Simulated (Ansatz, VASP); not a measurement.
Two plane-wave programs on BeTe

```
Be Te
1.0
     0.00000    2.68031    2.68031
     2.68031    0.00000    2.68031
     2.68031    2.68031    0.00000
Be Te
1 1
Direct
  0.50000 0.50000 0.50000
  0.00000 0.00000 0.00000
```

Alike in both runs: task single point; functional B3LYP; k mesh 5 × 5 × 5; occupations fermi-dirac, width 0.05 eV; no spin polarisation.

```csv
,VASP,Ansatz
version,VASP 6.6.1,Ansatz 0.2.0
potentials or method,"VASP PAW PBE potentials, release 64 (Be, Te)",Ansatz PAW
plane-wave cutoff (eV),520,420
valence electrons in the cell,8,18
```

|  | VASP | Ansatz | Ansatz less VASP |
| --- | --- | --- | --- |
| gap on the k mesh at the Fermi level (eV) | none | none | - |
| pressure (GPa) | 3.1 | 3.1 | +0.02 |

VASP's potentials were made for PBE, not for B3LYP. A gap of «none» marks a metal or a gap that the smearing closes. VASP's potentials hold 8 valence electrons a cell and Ansatz's 18, so a difference there can come from the potentials and not from the codes.

The k mesh is coarse, so the values compare programs but aren't converged. Neither program's run includes spin-orbit coupling.
